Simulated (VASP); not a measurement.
CuO (CsCl type):

```
Cu O
1.0
     2.63683    0.00000    0.00000
     0.00000    2.63683    0.00000
     0.00000    0.00000    2.63683
Cu O
1 1
Direct
  0.00000 0.00000 0.00000
  0.50000 0.50000 0.50000
```

Base run:

* Program: VASP 6.6.1
* Functional: PBE
* Potentials or basis: VASP PAW PBE potentials, release 64 (Cu, O)
* Cutoff: 520 eV
* k mesh: 12 × 12 × 12
* Occupations: fermi-dirac, width 0.08 eV
* Spin: no spin polarisation

Its results: pressure 0.1 GPa.

The run is repeated on the same cell with these changes: functional from PBE to r2SCAN. What comes out?

Pressure -7.1 GPa.

Caveats: an odd number of electrons without spin polarisation forces a metal; a magnetic or distorted state may lie lower; the PAW data sets were made with another functional, which shifts forces and pressure a little (some runs).
